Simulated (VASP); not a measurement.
# HfC (Fm-3m) in VASP: a series of runs

Runs on HfC. Level: LDA. Tasks: single point.

Program: VASP 6.6.1. These are calculated values, not measurements. Logs are shortened: lines on timing, memory, paths and dates and some standing lists are left out, and cuts for length are marked.

### 1 The cell of the first run

It takes space group Fm-3m (No. 225, cubic). The conventional cell has a = 4.681 Å, b = 4.681 Å, c = 4.681 Å, α = 90.00°, β = 90.00°, γ = 90.00°. Within 3.1 Å of Hf (site symmetry m-3m) lie 6 C at 2.34 Å. Within 3.1 Å of C (site symmetry m-3m) lie 6 Hf at 2.34 Å.

### 2 Single point, LDA

Input file INCAR:

```
SYSTEM = HfC
  ALGO = Normal
  EDIFF = 1E-6
  ENCUT = 520
  GGA = CA
  ISIF = 2
  ISMEAR = -1
  LASPH = .True.
  LCHARG = .False.
  LREAL = .False.
  LWAVE = .False.
  NBANDS = 14
  NELM = 80
  PREC = Accurate
  SIGMA = 0.05
```

Input file KPOINTS:

```
k-points
0
Gamma
  10 10 10
  0 0 0
```

Input file POSCAR:

```
HfC
1.0
    0.0000000000      2.3403977997      2.3403977997
    2.3403977997      0.0000000000      2.3403977997
    2.3403977997      2.3403977997      0.0000000000
Hf C
1 1
Direct
    0.5000000000      0.5000000000      0.5000000000
    0.0000000000      0.0000000000      0.0000000000
```

Potentials or basis: VASP PAW LDA potentials, release 64 (Hf_pv, C).

On the command line:

```sh
cat potpaw_LDA.64/Hf_pv/POTCAR potpaw_LDA.64/C/POTCAR > POTCAR
mpirun -np 1 vasp_std > vasp.out
```

OUTCAR:

```text
SYSTEM = HfC
   EDIFF = 1E-6
   ENCUT = 520
   GGA = CA
   ISIF = 2
   ISMEAR = -1
   LASPH = .True.
   LREAL = .False.
   NELM = 80
   PREC = Accurate

 ion  position               nearest neighbor table
   1  0.500  0.500  0.500-   2 2.34   2 2.34   2 2.34   2 2.34   2 2.34   2 2.34
   2  0.000  0.000  0.000-   1 2.34   1 2.34   1 2.34   1 2.34   1 2.34   1 2.34

  LATTYP: Found a face centered cubic cell.
 ALAT       =     4.6807955994

  Lattice vectors:

 A1 = (   0.0000000000,   2.3403977997,   2.3403977997)
 A2 = (   2.3403977997,   0.0000000000,   2.3403977997)
 A3 = (   2.3403977997,   2.3403977997,   0.0000000000)

Analysis of symmetry for initial positions (statically):
=====================================================================
 Subroutine PRICEL returns:
 Original cell was already a primitive cell.

 Routine SETGRP: Setting up the symmetry group for a
 face centered cubic supercell.

 Subroutine GETGRP returns: Found 48 space group operations
 (whereof 48 operations were pure point group operations)
 out of a pool of 48 trial point group operations.

The static configuration has the point symmetry O_h .

Analysis of symmetry for dynamics (positions and initial velocities):
=====================================================================
 Subroutine PRICEL returns:
 Original cell was already a primitive cell.

 Routine SETGRP: Setting up the symmetry group for a
 face centered cubic supercell.

 Subroutine GETGRP returns: Found 48 space group operations
 (whereof 48 operations were pure point group operations)
 out of a pool of 48 trial point group operations.

The dynamic configuration has the point symmetry O_h .

 Subroutine INISYM returns: Found 48 space group operations
 (whereof 48 operations are pure point group operations),
 and found     1 'primitive' translations

----------------------------------------------------------------------------------------

                                     Primitive cell

  volume of cell :      25.6389

  direct lattice vectors                    reciprocal lattice vectors
     0.000000000  2.340397800  2.340397800    -0.213638895  0.213638895  0.213638895
     2.340397800  0.000000000  2.340397800     0.213638895 -0.213638895  0.213638895
     2.340397800  2.340397800  0.000000000     0.213638895  0.213638895 -0.213638895

  length of vectors
     3.309822310  3.309822310  3.309822310     0.370033421  0.370033421  0.370033421

  position of ions in fractional coordinates (direct lattice)
     0.500000000  0.500000000  0.500000000
     0.000000000  0.000000000  0.000000000

  ion indices of the primitive-cell ions
   primitive index   ion index
                 1           1
                 2           2

----------------------------------------------------------------------------------------

 KPOINTS: k-points

Automatic generation of k-mesh.
 Grid dimensions read from file:
 generate k-points for:   10   10   10

 Generating k-lattice:

  Cartesian coordinates                     Fractional coordinates (reciprocal lattice)
    -0.021363890  0.021363890  0.021363890     0.100000000  0.000000000  0.000000000
     0.021363890 -0.021363890  0.021363890     0.000000000  0.100000000  0.000000000
     0.021363890  0.021363890 -0.021363890     0.000000000  0.000000000  0.100000000

  Length of vectors
     0.037003342  0.037003342  0.037003342

  Shift w.r.t. Gamma in fractional coordinates (k-lattice)
     0.000000000  0.000000000  0.000000000

 Subroutine IBZKPT returns following result:
 ===========================================

 Found     47 irreducible k-points:

 Following reciprocal coordinates:
            Coordinates               Weight
  0.000000  0.000000  0.000000      1.000000
  0.100000  0.000000  0.000000      8.000000
  0.200000  0.000000  0.000000      8.000000
  0.300000  0.000000  0.000000      8.000000
  0.400000  0.000000  0.000000      8.000000
  0.500000  0.000000  0.000000      4.000000
[... 16 lines left out ...]
  0.300000  0.300000  0.000000      6.000000
  0.400000  0.300000  0.000000     24.000000
 [... further k-points ...]
   k-points           NKPTS =     47   k-points in BZ     NKDIM =     47   number of bands    NBANDS=     14
   number of dos      NEDOS =    301   number of ions     NIONS =      2
   total plane-waves  NPLWV =  21952
   dimension x,y,z NGX =    28 NGY =   28 NGZ =   28
   dimension x,y,z NGXF=    56 NGYF=   56 NGZF=   56
   ions per type =               1   1
   NGX,Y,Z   is equivalent  to a cutoff of  14.06, 14.06, 14.06 a.u.
   NGXF,Y,Z  is equivalent  to a cutoff of  28.13, 28.13, 28.13 a.u.
 SYSTEM =  HfC
   PREC   = accura    normal or accurate (medium, high low for compatibility)
   ISTART =      0    job   : 0-new  1-cont  2-samecut
   ICHARG =      2    charge: 1-file 2-atom 10-const
   ISPIN  =      1    spin polarized calculation?
   LNONCOLLINEAR =      F non collinear calculations
   LSORBIT =      F    spin-orbit coupling
   LASPH  =      T    aspherical Exc in radial PAW
   ENCUT  =  520.0 eV  38.22 Ry    6.18 a.u.   6.15  6.15  6.15*2*pi/ulx,y,z
   NELM   =     80;   NELMIN=  2; NELMDL= -5     # of ELM steps
   EDIFF  = 0.1E-05   stopping-criterion for ELM
   LREAL  =      F    real-space projection
   EDIFFG = 0.1E-04   stopping-criterion for IOM
   NSW    =      0    number of steps for IOM
   IBRION =     -1    ionic relax: 0-MD 1-quasi-New 2-CG
   NFREE  =      0    steps in history (QN), initial steepest desc. (CG)
   ISIF   =      2    stress and relaxation
   ISYM   =      2    0-nonsym 1-usesym 2-fastsym
   POTIM  = 0.5000    time-step for ionic-motion
   TEBEG  =    0.0;   TEEND  =   0.0 temperature during run
   PSTRESS=    0.0 pullay stress
   NELECT =      14.0000    total number of electrons
   NUPDOWN=      -1.0000    fix difference up-down
   EMIN   =  10.00;   EMAX   =-10.00  energy-range for DOS
   EFERMI =   0.00;   METHOD = LEGACY
   ISMEAR =    -1;   SIGMA  =   0.05  broadening in eV -4-tet -1-fermi 0-gaus
   EFERMI_NEDOS =   21; number of points for ismear=-14 and -15
   IALGO  =     38    algorithm
   IMIX   =      4    mixing-type and parameters
     AMIX     =   0.40;   BMIX     =  1.00
     AMIX_MAG =   1.60;   BMIX_MAG =  1.00
  volume/ion in A,a.u.               =      12.82        86.51
  Fermi-wavevector in a.u.,A,eV,Ry     =   1.338087  2.528619 24.360932  1.790478
  Thomas-Fermi vector in A             =   2.466585
   LORBIT       =      0    0 simple, 1 ext, 2 COOP (PROOUT), +10 PAW based schemes
   GGA     = CA    functional components
   LHFCALC =     F    Hartree Fock is set to
   AEXX    =    0.0000 exact exchange contribution
   IVDW    =     0    specifies the selected vdW correction
   LEPSILON=     F    determine dielectric tensor
   LRPA    =     F    only Hartree local field effects (RPA)
 non-spin polarized calculation
  energy-cutoff  :      520.00
  volume of cell :       25.64
 maximum number of plane-waves:       701
 NGX is ok and might be reduce to    28
   NGX = 13   NGY = 13   NGZ = 13

 number of electron      14.0000001 magnetization

 Free energy of the ion-electron system (eV)
  ---------------------------------------------------
  ext. energy  EPLUGINS =         0.00000000
  ---------------------------------------------------
  free energy    TOTEN  =       -22.80658772 eV

  energy without entropy =      -22.80374240  energy(sigma->0) =      -22.80516506

 E-fermi :   5.7208     XC(G=0): -12.3925

 val. band max:        5.7131808595   @ k =   0.1000   0.0000   0.0000
 cond. band min:       5.8417574299   @ k =   0.1000   0.1000   0.0000
 fundamental gap:      0.1285765704
 Fermi energy:         5.7208202208

 k-point     1 :       0.0000    0.0000    0.0000
  band No.  band energies     occupation
      1     -23.8026      2.00000
      2     -23.8026      2.00000
      3     -23.8026      2.00000
      4      -6.3530      2.00000
      5       6.7062      0.00000
      6       6.7062      0.00000
      7       6.7062      0.00000
      8       6.9856      0.00000
      9       6.9856      0.00000
     10       6.9856      0.00000
     11       8.9525      0.00000
     12       8.9525      0.00000
     13      12.4070      0.00000
     14      16.6803      0.00000

 k-point     2 :       0.1000    0.0000    0.0000
  band No.  band energies     occupation
      1     -23.8677      2.00000
      2     -23.8090      2.00000
      3     -23.8090      2.00000
      4      -6.1077      2.00000
      5       5.3336      1.99913
      6       5.7132      1.07625
      7       5.7132      1.07625
      8       7.3911      0.00000
      9       7.3911      0.00000
     10       7.7766      0.00000
     11      10.0447      0.00000
     12      10.0447      0.00000
     13      12.9396      0.00000
     14      17.3506      0.00000

 k-point     3 :       0.2000    0.0000    0.0000
  band No.  band energies     occupation
      1     -24.0339      2.00000
      2     -23.8257      2.00000
      3     -23.8257      2.00000
      4      -5.4202      2.00000
      5       3.5920      2.00000
      6       4.4951      2.00000
      7       4.4951      2.00000
      8       8.1092      0.00000
      9       8.1092      0.00000
     10       8.3112      0.00000
     11      11.9926      0.00000
     12      11.9926      0.00000
     13      14.0570      0.00000
     14      18.4369      0.00000
[... 324 lines left out ...]
 k-point    23 :       0.3000    0.3000    0.0000
  band No.  band energies     occupation
      1     -24.1890      2.00000
      2     -23.9479      2.00000
      3     -23.9479      2.00000
      4      -4.5464      2.00000
      5       1.9778      2.00000
      6       4.7366      2.00000
      7       5.3065      1.99950
      8       5.3065      1.99950
      9      10.0816      0.00000
     10      11.4762      0.00000
     11      11.4762      0.00000
     12      12.8926      0.00000
     13      17.6868      0.00000
     14      18.4265      0.00000

 k-point    24 :       0.4000    0.3000    0.0000
  band No.  band energies     occupation
      1     -24.2691      2.00000
      2     -23.9908      2.00000
      3     -23.9712      2.00000
      4      -4.2762      2.00000
      5       2.0540      2.00000
      6       3.9178      2.00000
      7       5.0069      2.00000
      8       5.8956      0.05882
      9      10.8721      0.00000
     10      11.8276      0.00000
     11      11.9643      0.00000
     12      13.7714      0.00000
     13      16.9221      0.00000
     14      18.1002      0.00000

 [... further k-points ...]
[... 5 lines left out ...]
  --------------------------------------------------------------------------------------
  -------------------------------------------------------------------------------------
  Total       -2.5174758     -2.5174758     -2.5174758      0.0000000     -0.0000000     -0.0000000
  in kB     -157.3174334   -157.3174334   -157.3174334      0.0000000     -0.0000000     -0.0000000
  external PRESSURE =    -157.3174334 kB  Pullay stress =       0.0000000 kB

 VOLUME and BASIS-vectors are now :
 -----------------------------------------------------------------------------
  energy-cutoff  :      520.00
  volume of cell :       25.64
      direct lattice vectors                 reciprocal lattice vectors
     0.000000000  2.340397800  2.340397800    -0.213638895  0.213638895  0.213638895
     2.340397800  0.000000000  2.340397800     0.213638895 -0.213638895  0.213638895
     2.340397800  2.340397800  0.000000000     0.213638895  0.213638895 -0.213638895

 POSITION                                       TOTAL-FORCE (eV/Angst)
 -----------------------------------------------------------------------------------
      2.34040      2.34040      2.34040        -0.000000     -0.000000     -0.000000
      0.00000      0.00000      0.00000         0.000000      0.000000      0.000000
 -----------------------------------------------------------------------------------
    total drift:                                0.000000      0.000000      0.000000

  FREE ENERGIE OF THE ION-ELECTRON SYSTEM (eV)
  ---------------------------------------------------
  free  energy   TOTEN  =       -22.8065877234 eV

  energy  without entropy=      -22.8037424014  energy(sigma->0) =      -22.80516506
```

It took 16 s on 1 thread of Intel Xeon Platinum 8259CL at 2.50GHz (Skylake/Cascade Lake), shared host; peak memory 0.15 GiB.

What came out:

```yaml
Free_energy: -22.8066 eV
Pressure: -15.7 GPa
Band_gap_on_the_k_mesh: zero (band 7 reaches 6.71 eV, above the bottom of band 8 at 5.31 eV)
```

Caveat: spin-orbit coupling is left out, which moves the levels of the heavy elements.

### 3 Single point, LDA

This run uses another cell than the first one, of 13.07 Å³/atom, 1.020 times its volume.

Input file INCAR:

```
  ALGO = Normal
  EDIFF = 1E-6
  ENCUT = 520
  ISIF = 2
  ISMEAR = -1
  LASPH = T
  LCHARG = F
  LREAL = F
  LWAVE = F
  NBANDS = 14
  NELM = 100
  PREC = Accurate
  SIGMA = 0.05
```

Input file KPOINTS:

```
k-points
0
Gamma
  10 10 10
```

Input file POSCAR:

```
HfC
1.0
    0.0000000000      2.3555956139      2.3555956139
    2.3555956139      0.0000000000      2.3555956139
    2.3555956139      2.3555956139      0.0000000000
Hf C
1 1
Direct
    0.5000000000      0.5000000000      0.5000000000
    0.0000000000      0.0000000000      0.0000000000
```

Potentials or basis: VASP PAW LDA potentials, release 64 (Hf_pv, C).

On the command line:

```sh
cat potpaw_LDA.64/Hf_pv/POTCAR potpaw_LDA.64/C/POTCAR > POTCAR
mpirun -np 1 vasp_std > vasp.out
```

It took 16 s on 1 thread of Intel Xeon Platinum 8259CL at 2.50GHz (Skylake/Cascade Lake), shared host; peak memory 0.15 GiB.

The run converged. Its results:

- Free energy: -22.7515 eV
- Pressure: -19.5 GPa
- Band gap on the k mesh: zero (band 7 reaches 6.55 eV, above the bottom of band 8 at 5.15 eV)

Levels at points of the mesh, in eV from the Fermi level:
| k point | band 5 | band 6 | band 7 | band 8 | band 9 | band 10 |
| --- | --- | --- | --- | --- | --- | --- |
| (0.00, 0.00, 0.00) | 0.97 | 0.97 | 0.97 | 1.25 | 1.25 | 1.25 |
| (0.50, 0.00, 0.00) | -5.98 | -2.89 | -2.89 | 4.95 | 4.95 | 5.41 |
| (0.50, 0.50, 0.00) | -2.56 | -1.73 | -0.12 | -0.12 | 4.98 | 6.28 |

Caveat: spin-orbit coupling is left out, which moves the levels of the heavy elements.

### 4 Single point, LDA

This run uses another cell than the first one, of 13.32 Å³/atom, 1.039 times its volume.

Input file INCAR:

```
SYSTEM = HfC
  PREC = Accurate
  ENCUT = 520
  EDIFF = 1E-6
  ISMEAR = -1
  SIGMA = 0.05
  LREAL = .False.
  LASPH = .True.
  NELM = 60
  ALGO = Normal
  ISIF = 2
  LWAVE = .False.
  LCHARG = .True.
  LELF = .True.
  LVHAR = .True.
  NBANDS = 14
```

Input file KPOINTS:

```
Automatic mesh
0
Gamma
  10 10 10
  0 0 0
```

Input file POSCAR:

```
HfC
1.0
    0.0000000000      2.3705998121      2.3705998121
    2.3705998121      0.0000000000      2.3705998121
    2.3705998121      2.3705998121      0.0000000000
Hf C
1 1
Direct
    0.5000000000      0.5000000000      0.5000000000
    0.0000000000      0.0000000000      0.0000000000
```

Potentials or basis: VASP PAW LDA potentials, release 64 (Hf_pv, C).

On the command line:

```sh
cat potpaw_LDA.64/Hf_pv/POTCAR potpaw_LDA.64/C/POTCAR > POTCAR
mpirun -np 1 vasp_std > vasp.out
```

OUTCAR:

```text
SYSTEM = HfC
   PREC = Accurate
   ENCUT = 520
   EDIFF = 1E-6
   ISMEAR = -1
   LREAL = .False.
   LASPH = .True.
   NELM = 60
   ISIF = 2

 ion  position               nearest neighbor table
   1  0.500  0.500  0.500-   2 2.37   2 2.37   2 2.37   2 2.37   2 2.37   2 2.37
   2  0.000  0.000  0.000-   1 2.37   1 2.37   1 2.37   1 2.37   1 2.37   1 2.37

  LATTYP: Found a face centered cubic cell.
 ALAT       =     4.7411996242

  Lattice vectors:

 A1 = (   0.0000000000,   2.3705998121,   2.3705998121)
 A2 = (   2.3705998121,   0.0000000000,   2.3705998121)
 A3 = (   2.3705998121,   2.3705998121,   0.0000000000)

Analysis of symmetry for initial positions (statically):
=====================================================================
 Subroutine PRICEL returns:
 Original cell was already a primitive cell.

 Routine SETGRP: Setting up the symmetry group for a
 face centered cubic supercell.

 Subroutine GETGRP returns: Found 48 space group operations
 (whereof 48 operations were pure point group operations)
 out of a pool of 48 trial point group operations.

The static configuration has the point symmetry O_h .

Analysis of symmetry for dynamics (positions and initial velocities):
[... 165 lines left out ...]

 k-point     1 :       0.0000    0.0000    0.0000
  band No.  band energies     occupation
      1     -24.2817      2.00000
      2     -24.2817      2.00000
      3     -24.2817      2.00000
      4      -6.4566      2.00000
      5       6.3903      0.00000
      6       6.3903      0.00000
      7       6.3903      0.00000
      8       6.6728      0.00000
      9       6.6728      0.00000
     10       6.6728      0.00000
     11       8.5366      0.00000
     12       8.5366      0.00000
     13      11.6653      0.00000
     14      16.2747      0.00000
[... 377 lines left out ...]
      1     -24.6841      2.00000
      2     -24.4447      2.00000
      3     -24.4279      2.00000
      4      -4.4496      2.00000
      5       1.8232      2.00000
      6       3.6996      2.00000
      7       4.7187      2.00000
      8       5.6014      0.06863
      9      10.3542      0.00000
     10      11.2551      0.00000
     11      11.3933      0.00000
     12      13.0347      0.00000
     13      16.0757      0.00000
     14      17.4062      0.00000

 [... further k-points ...]
[... 5 lines left out ...]
  --------------------------------------------------------------------------------------
  -------------------------------------------------------------------------------------
  Total       -3.7974632     -3.7974632     -3.7974632      0.0000000      0.0000000      0.0000000
  in kB     -228.3491602   -228.3491602   -228.3491602      0.0000000      0.0000000      0.0000000
  external PRESSURE =    -228.3491602 kB  Pullay stress =       0.0000000 kB

 VOLUME and BASIS-vectors are now :
 -----------------------------------------------------------------------------
  energy-cutoff  :      520.00
  volume of cell :       26.64
      direct lattice vectors                 reciprocal lattice vectors
     0.000000000  2.370599812  2.370599812    -0.210917084  0.210917084  0.210917084
     2.370599812  0.000000000  2.370599812     0.210917084 -0.210917084  0.210917084
     2.370599812  2.370599812  0.000000000     0.210917084  0.210917084 -0.210917084

 POSITION                                       TOTAL-FORCE (eV/Angst)
 -----------------------------------------------------------------------------------
      2.37060      2.37060      2.37060         0.000000      0.000000      0.000000
      0.00000      0.00000      0.00000        -0.000000     -0.000000     -0.000000
 -----------------------------------------------------------------------------------
    total drift:                                0.000000      0.000000      0.000000

  FREE ENERGIE OF THE ION-ELECTRON SYSTEM (eV)
  ---------------------------------------------------
  free  energy   TOTEN  =       -22.6852143231 eV

  energy  without entropy=      -22.6821403383  energy(sigma->0) =      -22.68367733
```

It took 17 s on 1 thread of Intel Xeon Platinum 8259CL at 2.50GHz (Skylake/Cascade Lake), shared host; peak memory 0.15 GiB.

What came out:

- Free energy: -22.6852 eV
- Pressure: -22.8 GPa
- Band gap on the k mesh: zero (band 7 reaches 6.39 eV, above the bottom of band 8 at 5.01 eV)

Caveat: spin-orbit coupling is left out, which moves the levels of the heavy elements.

### 5 The runs side by side

| cell | gap on the mesh (eV) | pressure (GPa) |
| --- | --- | --- |
| a = 3.310 Å, angles 60.0°, 2 atoms | none | -15.7 |
| a = 3.331 Å, angles 60.0°, 2 atoms | none | -19.5 |
| a = 3.353 Å, angles 60.0°, 2 atoms | none | -22.8 |

Alike in all rows: task single point; level LDA; potentials or basis VASP PAW LDA potentials, release 64 (Hf_pv, C); no spin polarisation; k mesh 10 × 10 × 10; cutoff (eV) 520; smearing fermi-dirac 0.05 eV.

Caveats: spin-orbit coupling is left out, which moves the levels of the heavy elements.

Absolute energies hang on the potentials; compare differences alone.
